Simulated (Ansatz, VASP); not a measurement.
# Ti: VASP beside Ansatz

```
Ti
1.0
    -3.25551   -3.25551    3.25551
    -3.25551    3.25551   -3.25551
     3.25551   -3.25551   -3.25551
Ti
8
Direct
  0.50000 0.50000 0.50000
  0.00000 0.50000 0.50000
  0.50000 0.00000 0.50000
  0.00000 0.00000 0.50000
  0.50000 0.50000 0.00000
  0.00000 0.50000 0.00000
  0.50000 0.00000 0.00000
  0.00000 0.00000 0.00000
```

Alike in both runs: task single point; functional PBE; k mesh 14 × 14 × 14; occupations gaussian, width 0.15 eV; no spin polarisation.

```csv
,VASP,Ansatz
version,VASP 6.6.1,Ansatz 0.2.0
potentials or method,"VASP PAW PBE potentials, release 64 (Ti_sv), cutoff 520 eV","scalar-relativistic, plane waves, PAW"
valence electrons in the cell,96,96
```

```csv
,VASP,Ansatz,Ansatz less VASP
gap on the k mesh at the Fermi level (eV),none,none,-
pressure (GPa),-0.2,0.1,+0.27
```

A gap of «none» marks a metal or a gap that the smearing closes. With one functional, cell and mesh, what is left measures potentials, basis and numerics.
